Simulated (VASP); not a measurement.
# ZrS (I4/mmm) in VASP: a series of runs, part 2 of 2

VASP 6.6.1. Earlier steps stand in the parts before.

## (3) Single point, r2SCAN (strain +0.000 along x and y, -0.040 along z)

Contents of POSCAR:

```
ZrS
1.0
    0.0000000000      2.6250000000      2.5200000000
    2.6250000000      0.0000000000      2.5200000000
    2.6250000000      2.6250000000      0.0000000000
Zr S
1 1
Direct
    0.0000000000      0.0000000000      0.0000000000
    0.5000000000      0.5000000000      0.5000000000
```

Contents of INCAR.step1:

```
PREC     = Accurate       # precision mode
ENCUT    = 550            # plane-wave cutoff, eV
ISMEAR   = 0              # smearing method
SIGMA    = 0.15           # smearing width, eV
LREAL    = F              # projectors in reciprocal space
LASPH    = T              # aspherical terms in the spheres
NELM     = 120            # most SCF steps
NBANDS   = 16             # bands
GGA      = PE             # functional
ALGO     = Normal         # electronic algorithm
EDIFF    = 1E-5           # SCF threshold, eV
LWAVE    = T              # write WAVECAR
LCHARG   = F              # write CHGCAR
GGA_COMPAT= F
```

Contents of INCAR.step2:

```
PREC     = Accurate       # precision mode
ENCUT    = 550            # plane-wave cutoff, eV
EDIFF    = 1E-6           # SCF threshold, eV
ISMEAR   = 0              # smearing method
SIGMA    = 0.15           # smearing width, eV
LREAL    = F              # projectors in reciprocal space
LASPH    = T              # aspherical terms in the spheres
NELM     = 120            # most SCF steps
ALGO     = Normal         # electronic algorithm
ISIF     = 2              # what is computed and relaxed
LWAVE    = F              # write WAVECAR
LCHARG   = F              # write CHGCAR
METAGGA  = R2SCAN         # meta-GGA
LMIXTAU  = T            
NBANDS   = 16             # bands
ISTART   = 1            
GGA_COMPAT= F
```

Contents of KPOINTS:

```
Automatic mesh
0
Gamma
  16 16 16
```

Potentials or basis: VASP PAW PBE potentials, release 64 (Zr_sv, S).

Launch:

```console
$ cat potpaw_PBE.64/Zr_sv/POTCAR potpaw_PBE.64/S/POTCAR > POTCAR
$ cp INCAR.step1 INCAR
$ mpirun -np 1 vasp_std > vasp.out
$ cp INCAR.step2 INCAR
$ mpirun -np 1 vasp_std > vasp.out
```

Wall time 9.2 min (1 thread of Oxide Virtual Turin-like, shared host); peak memory 0.3 GiB.

The run converged. Its results:

* Free energy: -33.8398 eV
* Pressure: 4.5 GPa
* Band gap on the k mesh: zero (bands 9 and 10 overlap by 3.18 eV)

Stress tensor (GPa, compression positive):
```
-0.26  0.00  0.00
 0.00 -0.26  0.00
 0.00  0.00 14.14
```

Levels at points of the mesh, in eV from the Fermi level:
| k point | band 6 | band 7 | band 8 | band 9 | band 10 | band 11 | band 12 | band 13 |
| --- | --- | --- | --- | --- | --- | --- | --- | --- |
| (0.00, 0.00, 0.00) | -4.03 | -4.03 | -3.89 | -1.65 | -1.65 | -1.20 | -0.81 | -0.73 |
| (0.50, 0.00, 0.00) | -8.71 | -6.63 | -6.59 | 1.52 | 1.71 | 2.04 | 2.12 | 5.82 |
| (0.50, 0.50, 0.00) | -6.62 | -5.11 | -5.11 | -3.70 | 0.71 | 2.52 | 2.52 | 3.25 |
| (0.50, 0.00, 0.50) | -6.92 | -4.92 | -4.86 | -3.73 | 0.47 | 2.42 | 2.69 | 3.26 |

Caveat: the cell differs from its parent crystal (strain +0.000 along x and y, -0.040 along z); the stress differs along the axes, from -0 to 14 GPa; the PAW data sets were made with another functional, which shifts forces and pressure a little.

## (4) Single point, r2SCAN (strain +0.040 along x and y, -0.080 along z)

Contents of POSCAR:

```
ZrS
1.0
    0.0000000000      2.7300000000      2.4150000000
    2.7300000000      0.0000000000      2.4150000000
    2.7300000000      2.7300000000      0.0000000000
Zr S
1 1
Direct
    0.0000000000      0.0000000000      0.0000000000
    0.5000000000      0.5000000000      0.5000000000
```

Contents of INCAR.step1:

```
SYSTEM = ZrS
  PREC = Accurate
  ENCUT = 550
  ISMEAR = 0
  SIGMA = 0.15
  LREAL = .FALSE.
  LASPH = .TRUE.
  NELM = 120
  NBANDS = 16
  GGA = PE
  ALGO = Normal
  EDIFF = 1E-5
  LWAVE = .TRUE.
  LCHARG = .FALSE.
  GGA_COMPAT = .FALSE.
```

Contents of INCAR.step2:

```
SYSTEM = ZrS
  PREC = Accurate
  ENCUT = 550
  EDIFF = 1E-6
  ISMEAR = 0
  SIGMA = 0.15
  LREAL = .FALSE.
  LASPH = .TRUE.
  NELM = 120
  ALGO = Normal
  ISIF = 2
  LWAVE = .FALSE.
  LCHARG = .TRUE.
  METAGGA = R2SCAN
  LMIXTAU = .TRUE.
  LELF = .TRUE.
  LVHAR = .TRUE.
  NBANDS = 16
  ISTART = 1
  GGA_COMPAT = .FALSE.
```

Contents of KPOINTS:

```
regular mesh
0
G
  16 16 16
  0 0 0
```

Launch:

```console
$ cat potpaw_PBE.64/Zr_sv/POTCAR potpaw_PBE.64/S/POTCAR > POTCAR
$ cp INCAR.step1 INCAR
$ mpirun -np 1 vasp_std > vasp.out
$ cp INCAR.step2 INCAR
$ mpirun -np 1 vasp_std > vasp.out
```

Run time: 8.4 min. Hardware: 1 thread of Oxide Virtual Turin-like, shared host; peak memory 0.31 GiB.

Results (log left out):

```yaml
Free_energy: -33.5313 eV
Pressure: 4.5 GPa
Band_gap_on_the_k_mesh: zero (bands 9 and 10 overlap by 3.14 eV)
```

Stress tensor (GPa, compression positive):
```
-9.58  0.00  0.00
 0.00 -9.58  0.00
 0.00  0.00 32.76
```

Levels at points of the mesh, in eV from the Fermi level:
```
           k point  band 5  band 6  band 7  band 8  band 9  band 10  band 11  band 12  band 13  band 14
(0.00, 0.00, 0.00)  -16.81   -4.04   -4.04   -3.58   -1.77    -1.77    -1.04    -0.90    -0.46     3.24
(0.50, 0.00, 0.00)  -15.07   -8.51   -6.58   -6.45    1.32     1.96     2.05     2.21     4.97     5.38
(0.50, 0.50, 0.00)  -15.91   -6.01   -5.28   -5.28   -3.45     1.06     2.22     2.22     3.26     3.88
(0.50, 0.00, 0.50)  -16.02   -6.95   -4.73   -4.49   -3.50     0.18     2.10     2.62     3.20     4.07
```

Caveat: the cell differs from its parent crystal (strain +0.040 along x and y, -0.080 along z); the stress differs along the axes, from -10 to 33 GPa; the PAW data sets were made with another functional, which shifts forces and pressure a little.

## (5) Single point, r2SCAN (strain -0.040 along x and y, +0.080 along z)

Contents of POSCAR:

```
ZrS
1.0
    0.0000000000      2.5200000000      2.8350000000
    2.5200000000      0.0000000000      2.8350000000
    2.5200000000      2.5200000000      0.0000000000
Zr S
1 1
Direct
    0.0000000000      0.0000000000      0.0000000000
    0.5000000000      0.5000000000      0.5000000000
```

Contents of INCAR.step1:

```
SYSTEM = ZrS
PREC     = Accurate       ! precision mode
ENCUT    = 550            ! plane-wave cutoff, eV
ISMEAR   = 0              ! smearing method
SIGMA    = 0.15           ! smearing width, eV
LREAL    = .FALSE.        ! projectors in reciprocal space
LASPH    = .TRUE.         ! aspherical terms in the spheres
NELM     = 120            ! most SCF steps
NBANDS   = 16             ! bands
GGA      = PE             ! functional
ALGO     = Normal         ! electronic algorithm
EDIFF    = 1E-5           ! SCF threshold, eV
LWAVE    = .TRUE.         ! write WAVECAR
LCHARG   = .FALSE.        ! write CHGCAR
GGA_COMPAT= .FALSE.
```

Contents of INCAR.step2:

```
SYSTEM = ZrS
PREC     = Accurate       ! precision mode
ENCUT    = 550            ! plane-wave cutoff, eV
EDIFF    = 1E-6           ! SCF threshold, eV
ISMEAR   = 0              ! smearing method
SIGMA    = 0.15           ! smearing width, eV
LREAL    = .FALSE.        ! projectors in reciprocal space
LASPH    = .TRUE.         ! aspherical terms in the spheres
NELM     = 120            ! most SCF steps
ALGO     = Normal         ! electronic algorithm
ISIF     = 2              ! what is computed and relaxed
LWAVE    = .FALSE.        ! write WAVECAR
LCHARG   = .FALSE.        ! write CHGCAR
METAGGA  = R2SCAN         ! meta-GGA
LMIXTAU  = .TRUE.       
NBANDS   = 16             ! bands
ISTART   = 1            
GGA_COMPAT= .FALSE.
```

KPOINTS is that of step 4.

Launch:

```console
$ cat potpaw_PBE.64/Zr_sv/POTCAR potpaw_PBE.64/S/POTCAR > POTCAR
$ cp INCAR.step1 INCAR
$ mpirun -np 1 vasp_std > vasp.out
$ cp INCAR.step2 INCAR
$ mpirun -np 1 vasp_std > vasp.out
```

Run time: 11 min. Hardware: 1 thread of Oxide Virtual Turin-like, shared host; peak memory 0.31 GiB.

The run converged. Its results:

| Item | Value |
| --- | --- |
| Free energy | -33.6525 eV |
| Pressure | 3.2 GPa |
| Band gap on the k mesh | zero (bands 9 and 10 overlap by 2.75 eV) |

Stress tensor (GPa, compression positive):
```
 11.54   0.00   0.00
  0.00  11.54   0.00
  0.00   0.00 -13.38
```

Levels at points of the mesh, in eV from the Fermi level:
| k point | band 7 | band 8 | band 9 | band 10 | band 11 | band 12 |
| --- | --- | --- | --- | --- | --- | --- |
| (0.00, 0.00, 0.00) | -3.84 | -3.84 | -2.21 | -1.29 | -0.92 | -0.92 |
| (0.50, 0.00, 0.00) | -6.55 | -6.45 | 1.46 | 1.81 | 2.01 | 2.10 |
| (0.50, 0.50, 0.00) | -4.54 | -4.54 | -3.64 | 0.23 | 2.38 | 2.38 |
| (0.50, 0.00, 0.50) | -5.05 | -5.01 | -3.44 | 0.63 | 1.78 | 2.88 |

Caveat: the cell differs from its parent crystal (strain -0.040 along x and y, +0.080 along z); the stress differs along the axes, from -13 to 12 GPa; the PAW data sets were made with another functional, which shifts forces and pressure a little.

## (6) Overview

| cell | gap on the mesh (eV) | pressure (GPa) |
| --- | --- | --- |
| a = 3.715, b = 3.715, c = 3.564 Å, angles 61.3, 61.3, 57.3°, 2 atoms | none | 6.6 |
| a = 3.639, b = 3.639, c = 3.712 Å, angles 59.3, 59.3, 61.3°, 2 atoms | none | 4.5 |
| a = 3.645, b = 3.645, c = 3.861 Å, angles 58.0, 58.0, 64.0°, 2 atoms | none | 4.5 |
| a = 3.793, b = 3.793, c = 3.564 Å, angles 62.0, 62.0, 56.0°, 2 atoms | none | 3.2 |

Alike in all rows: task single point; level r2SCAN; potentials or basis VASP PAW PBE potentials, release 64 (Zr_sv, S); no spin polarisation; k mesh 16 × 16 × 16; cutoff (eV) 550; smearing gaussian 0.15 eV.

Caveats: the PAW data sets were made with another functional, which shifts forces and pressure a little; the stress differs along the axes, from -8 to 14 GPa (at least some runs); the stress differs along the axes, from -0 to 14 GPa (at least some runs); the stress differs along the axes, from -10 to 33 GPa (at least some runs); the stress differs along the axes, from -13 to 12 GPa (at least some runs).

Absolute energies hang on the potentials; compare differences alone.
